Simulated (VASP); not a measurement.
# AlNi2 (P-3m1) in VASP: further runs

AlNi2 is run at these levels: PBEsol; tasks: single point.

All numbers are computed with VASP 6.6.1; they aren't measurements. Logs are shortened: lines on timing, memory, paths and dates and some standing lists are left out, and cuts for length are marked.

### 1 The cell of the first run

It takes space group P-3m1 (No. 164, trigonal). The conventional cell has a = 3.974 Å, b = 3.974 Å, c = 4.904 Å, α = 90.00°, β = 90.00°, γ = 120.00°. Within 3.1 Å of Al (site symmetry 3m) lie 11 Ni at 2.37 to 2.75 Å and 3 Al at 2.96 Å. Ni (site symmetry 3m) has 5 Al at 2.37 to 2.48 Å and 9 Ni at 2.47 to 2.93 Å within 3.1 Å. Ni (site symmetry -3m) has 8 Ni at 2.45 to 2.47 Å and 6 Al at 2.75 Å within 3.2 Å. Within 3.2 Å of Ni (site symmetry -3m) lie 8 Ni at 2.45 to 2.77 Å and 6 Al at 2.48 Å.

### 2 Single point, PBEsol

File INCAR:

```
  ALGO = Fast
  EDIFF = 1E-6
  ENCUT = 520
  GGA = PS
  ISIF = 2
  ISMEAR = 0
  LASPH = True
  LCHARG = True
  LELF = True
  LREAL = False
  LVHAR = True
  LWAVE = False
  NBANDS = 32
  NELM = 60
  PREC = Accurate
  SIGMA = 0.1
```

File KPOINTS:

```
k-points
0
Gamma
  12 12 8
```

File POSCAR:

```
AlNi2
1.0
    3.9740030242      0.0000000000      0.0000000000
   -1.9870015121      3.4415875737      0.0000000000
    0.0000000000      0.0000000000      4.9042588200
Al Ni
2 4
Direct
    0.3333333333      0.6666666667      0.1898740600
    0.6666666667      0.3333333333      0.8101259400
    0.3333333333      0.6666666667      0.6851100400
    0.6666666667      0.3333333333      0.3148899600
    0.0000000000      0.0000000000      0.5000000000
    0.0000000000      0.0000000000      0.0000000000
```

Potentials or basis: VASP PAW PBE potentials, release 64 (Al, Ni).

Started as:

```sh
> cat potpaw_PBE.64/Al/POTCAR potpaw_PBE.64/Ni/POTCAR > POTCAR
> mpirun -np 1 vasp_std > vasp.out
```

OUTCAR:

```text
EDIFF = 1E-6
   ENCUT = 520
   GGA = PS
   ISIF = 2
   ISMEAR = 0
   LASPH = True
   LREAL = False
   NELM = 60
   PREC = Accurate

 ion  position               nearest neighbor table
   1  0.333  0.667  0.190-   4 2.37   4 2.37   4 2.37   3 2.43   3 2.48   6 2.48   6 2.48   6 2.48
                             5 2.75   5 2.75   5 2.75   2 2.96   2 2.96   2 2.96
   2  0.667  0.333  0.810-   3 2.37   3 2.37   3 2.37   4 2.43   4 2.48   6 2.48   6 2.48   6 2.48
                             5 2.75   5 2.75   5 2.75   1 2.96   1 2.96   1 2.96
   3  0.333  0.667  0.685-   2 2.37   2 2.37   2 2.37   1 2.43   5 2.47   5 2.47   5 2.47   1 2.48
                             6 2.77   6 2.77   6 2.77   4 2.93   4 2.93   4 2.93
   4  0.667  0.333  0.315-   1 2.37   1 2.37   1 2.37   2 2.43   5 2.47   5 2.47   5 2.47   2 2.48
                             6 2.77   6 2.77   6 2.77   3 2.93   3 2.93   3 2.93
   5  0.000  0.000  0.500-   6 2.45   6 2.45   3 2.47   4 2.47   4 2.47   3 2.47   4 2.47   3 2.47
                             1 2.75   2 2.75   1 2.75   2 2.75   2 2.75   1 2.75
   6  0.000  0.000  0.000-   5 2.45   5 2.45   1 2.48   2 2.48   2 2.48   1 2.48   2 2.48   1 2.48
                             3 2.77   4 2.77   4 2.77   3 2.77   3 2.77   4 2.77

  LATTYP: Found a hexagonal cell.
 ALAT       =     3.9740030242
 C/A-ratio  =     1.2340853266

  Lattice vectors:

 A1 = (   3.9740030242,   0.0000000000,   0.0000000000)
 A2 = (  -1.9870015121,   3.4415875737,   0.0000000000)
 A3 = (   0.0000000000,   0.0000000000,   4.9042588200)

Analysis of symmetry for initial positions (statically):
=====================================================================
 Subroutine PRICEL returns:
 Original cell was already a primitive cell.

 Routine SETGRP: Setting up the symmetry group for a
 hexagonal supercell.

 Subroutine GETGRP returns: Found 12 space group operations
 (whereof 12 operations were pure point group operations)
 out of a pool of 24 trial point group operations.

The static configuration has the point symmetry D_3d.

Analysis of symmetry for dynamics (positions and initial velocities):
=====================================================================
 Subroutine PRICEL returns:
 Original cell was already a primitive cell.

 Routine SETGRP: Setting up the symmetry group for a
 hexagonal supercell.

 Subroutine GETGRP returns: Found 12 space group operations
 (whereof 12 operations were pure point group operations)
 out of a pool of 24 trial point group operations.

The dynamic configuration has the point symmetry D_3d.
[... 106 lines left out ...]
   NELM   =     60;   NELMIN=  2; NELMDL= -5     # of ELM steps
   EDIFF  = 0.1E-05   stopping-criterion for ELM
   LREAL  =      F    real-space projection
   EDIFFG = 0.1E-04   stopping-criterion for IOM
   NSW    =      0    number of steps for IOM
   IBRION =     -1    ionic relax: 0-MD 1-quasi-New 2-CG
   NFREE  =      0    steps in history (QN), initial steepest desc. (CG)
   ISIF   =      2    stress and relaxation
   ISYM   =      2    0-nonsym 1-usesym 2-fastsym
   POTIM  = 0.5000    time-step for ionic-motion
   TEBEG  =    0.0;   TEEND  =   0.0 temperature during run
   PSTRESS=    0.0 pullay stress
   NELECT =      46.0000    total number of electrons
   NUPDOWN=      -1.0000    fix difference up-down
   EMIN   =  10.00;   EMAX   =-10.00  energy-range for DOS
   EFERMI =   0.00;   METHOD = LEGACY
   ISMEAR =     0;   SIGMA  =   0.10  broadening in eV -4-tet -1-fermi 0-gaus
   EFERMI_NEDOS =   21; number of points for ismear=-14 and -15
   IALGO  =     68    algorithm
   IMIX   =      4    mixing-type and parameters
     AMIX     =   0.40;   BMIX     =  1.00
     AMIX_MAG =   1.60;   BMIX_MAG =  1.00
  volume/ion in A,a.u.               =      11.18        75.44
  Fermi-wavevector in a.u.,A,eV,Ry     =   1.443690  2.728179 28.357821  2.084241
  Thomas-Fermi vector in A             =   2.562069
   LORBIT       =      0    0 simple, 1 ext, 2 COOP (PROOUT), +10 PAW based schemes
   GGA     = PS    functional components
   LHFCALC =     F    Hartree Fock is set to
   AEXX    =    0.0000 exact exchange contribution
   IVDW    =     0    specifies the selected vdW correction
   LEPSILON=     F    determine dielectric tensor
   LRPA    =     F    only Hartree local field effects (RPA)
 non-spin polarized calculation
 RMM-DIIS sequential band-by-band and
 Gauss-broadening in eV      SIGMA  =   0.10
  energy-cutoff  :      520.00
  volume of cell :       67.07
 maximum number of plane-waves:      1827
 NGX is ok and might be reduce to    30
   NGX = 15   NGY = 15   NGZ = 19

 number of electron      46.0000031 magnetization

 Free energy of the ion-electron system (eV)
  ---------------------------------------------------
  ext. energy  EPLUGINS =         0.00000000
  ---------------------------------------------------
  free energy    TOTEN  =       -35.82433476 eV

  energy without entropy =      -35.81046322  energy(sigma->0) =      -35.81739899

 E-fermi :   9.9596     XC(G=0): -12.7478

 val. band max:        9.9578289768   @ k =   0.2500   0.0833   0.1250
 cond. band min:       9.9611849328   @ k =  -0.1667   0.5000   0.1250
 fundamental gap:      0.0033559560
 Fermi energy:         9.9596196933

 k-point     1 :       0.0000    0.0000    0.0000
  band No.  band energies     occupation
      1      -0.6622      2.00000
      2       4.6740      2.00000
      3       4.8339      2.00000
      4       6.1321      2.00000
      5       6.1321      2.00000
      6       6.6058      2.00000
[... 829 lines left out ...]
     31      16.6944      0.00000
     32      17.0580      0.00000

 [... further k-points ...]
[... 5 lines left out ...]
  --------------------------------------------------------------------------------------
  -------------------------------------------------------------------------------------
  Total        0.1028224      0.1028224      0.0974836      0.0000000      0.0000000     -0.0000000
  in kB        2.4560540      2.4560540      2.3285293      0.0000000      0.0000000     -0.0000000
  external PRESSURE =       2.4135457 kB  Pullay stress =       0.0000000 kB

 VOLUME and BASIS-vectors are now :
 -----------------------------------------------------------------------------
  energy-cutoff  :      520.00
  volume of cell :       67.07
      direct lattice vectors                 reciprocal lattice vectors
     3.974003024  0.000000000  0.000000000     0.251635440  0.145281789  0.000000000
    -1.987001512  3.441587574  0.000000000     0.000000000  0.290563578  0.000000000
     0.000000000  0.000000000  4.904258820     0.000000000  0.000000000  0.203904410

 POSITION                                       TOTAL-FORCE (eV/Angst)
 -----------------------------------------------------------------------------------
     -0.00000      2.29439      0.93119         0.000000      0.000000      0.063621
      1.98700      1.14720      3.97307        -0.000000     -0.000000     -0.063621
     -0.00000      2.29439      3.35996         0.000000     -0.000000      0.008196
      1.98700      1.14720      1.54430        -0.000000      0.000000     -0.008196
      0.00000      0.00000      2.45213         0.000000      0.000000      0.000000
      0.00000      0.00000      0.00000         0.000000      0.000000      0.000000
 -----------------------------------------------------------------------------------
    total drift:                                0.000000     -0.000000      0.000000

  FREE ENERGIE OF THE ION-ELECTRON SYSTEM (eV)
  ---------------------------------------------------
  free  energy   TOTEN  =       -35.8243347594 eV

  energy  without entropy=      -35.8104632234  energy(sigma->0) =      -35.81739899
```

stdout:

```text
POSCAR found type information on POSCAR AlNi
 POSCAR found :  2 types and       6 ions
 scaLAPACK will be used
 -----------------------------------------------------------------------------
|                                                                             |
|                                                                             |
|     You enforced a specific xc type in the INCAR file but a different       |
|     I HOPE YOU KNOW WHAT YOU ARE DOING!                                     |
|                                                                             |
 -----------------------------------------------------------------------------

 LDA part: xc-table for (Slater+PW92), standard interpolation
 POSCAR, INCAR and KPOINTS ok, starting setup
 FFT: planning ... GRIDC
 FFT: planning ... GRID_SOFT
 FFT: planning ... GRID
 WAVECAR not read
 entering main loop
```

Run time: 4.6 min. Hardware: 1 thread of Intel Xeon Platinum 8488C (Sapphire Rapids), shared host; peak memory 0.34 GiB.

What came out:

| Quantity | Value |
| --- | --- |
| Free energy | -35.8243 eV |
| Pressure | 0.2 GPa |
| Largest force | 0.064 eV/Å |
| Band gap on the k mesh | zero (bands 23 and 24 overlap by 4.23 eV) |

Forces on the atoms (eV/Å):
```
Al   0.000  0.000  0.064
Al   0.000  0.000 -0.064
Ni   0.000  0.000  0.008
Ni   0.000  0.000 -0.008
Ni   0.000  0.000  0.000
Ni   0.000  0.000  0.000
```

Levels at points of the mesh, in eV from the Fermi level:
| k point | band 21 | band 22 | band 23 | band 24 | band 25 | band 26 |
| --- | --- | --- | --- | --- | --- | --- |
| (0.00, 0.00, 0.00) | -0.54 | -0.54 | 0.70 | 3.14 | 3.14 | 3.85 |
| (0.50, 0.00, 0.00) | -0.73 | -0.63 | -0.55 | -0.31 | 0.98 | 1.78 |
| (0.00, 0.00, 0.50) | -0.68 | -0.68 | 3.87 | 4.00 | 4.00 | 4.25 |
| (0.50, 0.00, 0.50) | -0.79 | -0.64 | -0.37 | -0.27 | 1.71 | 1.81 |

Caveat: the PAW data sets were made with another functional, which shifts forces and pressure a little.

### 3 Single point, PBEsol

File INCAR:

```
SYSTEM = AlNi2
PREC = Accurate
ENCUT = 520
EDIFF = 1E-7
ISMEAR = 0
SIGMA = 0.1
LREAL = .FALSE.
LASPH = .TRUE.
NELM = 100
ALGO = Fast
ISIF = 2
LWAVE = .FALSE.
LCHARG = .TRUE.
GGA = PS
LELF = .TRUE.
LVHAR = .TRUE.
NBANDS = 32
```

File KPOINTS:

```
regular mesh
0
G
  12 12 8
  0 0 0
```

POSCAR is that of step 2.

Potentials or basis: VASP PAW PBE potentials, release 64 (Al, Ni).

Started as:

```sh
> cat potpaw_PBE.64/Al/POTCAR potpaw_PBE.64/Ni/POTCAR > POTCAR
> mpirun -np 1 vasp_std > vasp.out
```

Run time: 4.9 min. Hardware: 1 thread of Intel Xeon Platinum 8488C (Sapphire Rapids), shared host; peak memory 0.34 GiB.

It converged, with:

* Free energy: -35.8243 eV
* Pressure: 0.2 GPa
* Largest force: 0.064 eV/Å
* Band gap on the k mesh: zero (bands 23 and 24 overlap by 4.23 eV)

Forces on the atoms (eV/Å):
```
Al   0.000  0.000  0.064
Al   0.000  0.000 -0.064
Ni   0.000  0.000  0.008
Ni   0.000  0.000 -0.008
Ni   0.000  0.000  0.000
Ni   0.000  0.000  0.000
```

Levels at points of the mesh, in eV from the Fermi level:
| k point | band 20 | band 21 | band 22 | band 23 | band 24 | band 25 | band 26 | band 27 |
| --- | --- | --- | --- | --- | --- | --- | --- | --- |
| (0.00, 0.00, 0.00) | -0.65 | -0.54 | -0.54 | 0.70 | 3.14 | 3.14 | 3.85 | 3.85 |
| (0.50, 0.00, 0.00) | -0.79 | -0.73 | -0.63 | -0.55 | -0.31 | 0.98 | 1.78 | 3.41 |
| (0.00, 0.00, 0.50) | -0.73 | -0.68 | -0.68 | 3.87 | 4.00 | 4.00 | 4.25 | 4.25 |
| (0.50, 0.00, 0.50) | -0.97 | -0.79 | -0.64 | -0.37 | -0.27 | 1.71 | 1.81 | 3.36 |

Caveat: the PAW data sets were made with another functional, which shifts forces and pressure a little. Spin polarisation is off, so any magnetic state and its effect on volume and gap are missing.

### 4 Single point, PBEsol

File INCAR:

```
SYSTEM = AlNi2
ALGO = Fast ; EDIFF = 1E-7
ENCUT = 520 ; GGA = PS
ISIF = 2 ; ISMEAR = 0
LASPH = .TRUE. ; LCHARG = .FALSE.
LREAL = .FALSE. ; LWAVE = .FALSE.
NBANDS = 32 ; NELM = 80
PREC = Accurate ; SIGMA = 0.01
```

File KPOINTS:

```
k-points
0
G
  12 12 8
  0 0 0
```

POSCAR is that of step 3.

Started as:

```sh
> cat potpaw_PBE.64/Al/POTCAR potpaw_PBE.64/Ni/POTCAR > POTCAR
> mpirun -np 1 vasp_std > vasp.out
```

It took 4.7 min on 1 thread of Intel Xeon Platinum 8488C (Sapphire Rapids), shared host; peak memory 0.34 GiB.

The run converged. Its results:

```
Free energy            : -35.8173 eV
Pressure               : 0.2 GPa
Largest force          : 0.064 eV/Å
Band gap on the k mesh : zero (bands 23 and 24 overlap by 4.22 eV)
```

Forces in eV/Å, atoms in the order of the input:
```
Al   0.000  0.000  0.064
Al   0.000  0.000 -0.064
Ni   0.000  0.000  0.013
Ni   0.000  0.000 -0.013
Ni   0.000  0.000  0.000
Ni   0.000  0.000  0.000
```

Levels at points of the mesh, in eV from the Fermi level:
```
           k point  band 19  band 20  band 21  band 22  band 23  band 24  band 25  band 26  band 27  band 28
(0.00, 0.00, 0.00)    -0.65    -0.65    -0.54    -0.54     0.70     3.14     3.14     3.85     3.85     4.87
(0.50, 0.00, 0.00)    -0.98    -0.79    -0.73    -0.63    -0.55    -0.31     0.98     1.78     3.40     3.85
(0.00, 0.00, 0.50)    -0.73    -0.73    -0.68    -0.68     3.87     3.99     3.99     4.25     4.25     5.16
(0.50, 0.00, 0.50)    -1.20    -0.97    -0.79    -0.64    -0.37    -0.27     1.70     1.81     3.36     4.83
```

Caveat: the PAW data sets were made with another functional, which shifts forces and pressure a little. Spin polarisation is off, so any magnetic state and its effect on volume and gap are missing.

### 5 Single point, PBEsol

File INCAR:

```
  ALGO = Fast
  EDIFF = 1E-6
  ENCUT = 520
  GGA = PS
  ISIF = 2
  ISMEAR = 0
  LASPH = T
  LCHARG = F
  LREAL = F
  LWAVE = F
  NBANDS = 32
  NELM = 80
  PREC = Accurate
  SIGMA = 0.02
```

File KPOINTS:

```
k-points
0
Gamma
  12 12 8
```

POSCAR is that of step 4.

Started as:

```sh
> cat potpaw_PBE.64/Al/POTCAR potpaw_PBE.64/Ni/POTCAR > POTCAR
> mpirun -np 1 vasp_std > vasp.out
```

Run time: 4.1 min. Hardware: 1 thread of Intel Xeon Platinum 8488C (Sapphire Rapids), shared host; peak memory 0.34 GiB.

It converged, with:

* Free energy: -35.8177 eV
* Pressure: 0.2 GPa
* Largest force: 0.063 eV/Å
* Band gap on the k mesh: zero (bands 23 and 24 overlap by 4.22 eV)

Forces in eV/Å, atoms in the order of the input:
```
Al   0.000  0.000  0.063
Al   0.000  0.000 -0.063
Ni   0.000  0.000  0.012
Ni   0.000  0.000 -0.012
Ni   0.000  0.000  0.000
Ni   0.000  0.000  0.000
```

Levels at points of the mesh, in eV from the Fermi level:
```
           k point  band 19  band 20  band 21  band 22  band 23  band 24  band 25  band 26  band 27  band 28
(0.00, 0.00, 0.00)    -0.65    -0.65    -0.54    -0.54     0.70     3.14     3.14     3.85     3.85     4.88
(0.50, 0.00, 0.00)    -0.98    -0.79    -0.73    -0.63    -0.55    -0.31     0.98     1.78     3.41     3.85
(0.00, 0.00, 0.50)    -0.73    -0.73    -0.68    -0.68     3.87     4.00     4.00     4.25     4.25     5.16
(0.50, 0.00, 0.50)    -1.20    -0.97    -0.79    -0.64    -0.37    -0.27     1.70     1.81     3.36     4.83
```

Caveat: the PAW data sets were made with another functional, which shifts forces and pressure a little.

### 6 Single point, PBEsol

File INCAR:

```
PREC     = Accurate       # precision mode
ENCUT    = 520            # plane-wave cutoff, eV
EDIFF    = 1E-7           # SCF threshold, eV
ISMEAR   = 0              # smearing method
SIGMA    = 0.05           # smearing width, eV
LREAL    = False          # projectors in reciprocal space
LASPH    = True           # aspherical terms in the spheres
NELM     = 60             # most SCF steps
ALGO     = Fast           # electronic algorithm
ISIF     = 2              # what is computed and relaxed
LWAVE    = False          # write WAVECAR
LCHARG   = True           # write CHGCAR
GGA      = PS             # functional
LELF     = True           # ELF
LVHAR    = True         
NBANDS   = 32             # bands
```

File KPOINTS:

```
Automatic mesh
0
Gamma
  12 12 8
```

POSCAR is that of step 5.

Potentials or basis: VASP PAW PBE potentials, release 64 (Al, Ni).

Started as:

```sh
> cat potpaw_PBE.64/Al/POTCAR potpaw_PBE.64/Ni/POTCAR > POTCAR
> mpirun -np 1 vasp_std > vasp.out
```

It took 4.7 min on 1 thread of Intel Xeon Platinum 8488C (Sapphire Rapids), shared host; peak memory 0.34 GiB.

The run converged. Its results:

* Free energy: -35.8193 eV
* Pressure: 0.2 GPa
* Largest force: 0.063 eV/Å
* Band gap on the k mesh: zero (bands 23 and 24 overlap by 4.23 eV)

Forces in eV/Å, atoms in the order of the input:
```
Al   0.000  0.000  0.063
Al   0.000  0.000 -0.063
Ni   0.000  0.000  0.012
Ni   0.000  0.000 -0.012
Ni   0.000  0.000  0.000
Ni   0.000  0.000  0.000
```

Levels at points of the mesh, in eV from the Fermi level:
```csv
k point,band 19,band 20,band 21,band 22,band 23,band 24,band 25,band 26,band 27,band 28
"(0.00, 0.00, 0.00)",-0.65,-0.65,-0.54,-0.54,0.71,3.14,3.14,3.85,3.85,4.88
"(0.50, 0.00, 0.00)",-0.98,-0.79,-0.73,-0.63,-0.55,-0.31,0.99,1.78,3.41,3.85
"(0.00, 0.00, 0.50)",-0.73,-0.73,-0.68,-0.68,3.87,4.00,4.00,4.26,4.26,5.16
"(0.50, 0.00, 0.50)",-1.20,-0.96,-0.79,-0.63,-0.37,-0.26,1.71,1.81,3.36,4.83
```

Caveat: the PAW data sets were made with another functional, which shifts forces and pressure a little.

### 7 The runs side by side

| smearing | further INCAR settings | gap on the mesh (eV) | pressure (GPa) | largest force (eV/Å) |
| --- | --- | --- | --- | --- |
| gaussian 0.1 eV | ALGO = Fast; EDIFF = 1e-06; NBANDS = 32 | none | 0.2 | 0.06 |
| gaussian 0.1 eV | ALGO = Fast; EDIFF = 1e-07; NBANDS = 32 | none | 0.2 | 0.06 |
| gaussian 0.01 eV | ALGO = Fast; EDIFF = 1e-07; NBANDS = 32 | none | 0.2 | 0.06 |
| gaussian 0.02 eV | ALGO = Fast; EDIFF = 1e-06; NBANDS = 32 | none | 0.2 | 0.06 |
| gaussian 0.05 eV | ALGO = Fast; EDIFF = 1e-07; NBANDS = 32 | none | 0.2 | 0.06 |

Alike in all rows: task single point; level PBEsol; potentials or basis VASP PAW PBE potentials, release 64 (Al, Ni); no spin polarisation; cell as given; k mesh 12 × 12 × 8; cutoff (eV) 520.

Caveats: the PAW data sets were made with another functional, which shifts forces and pressure a little.

Absolute energies hang on the potentials; compare differences alone.
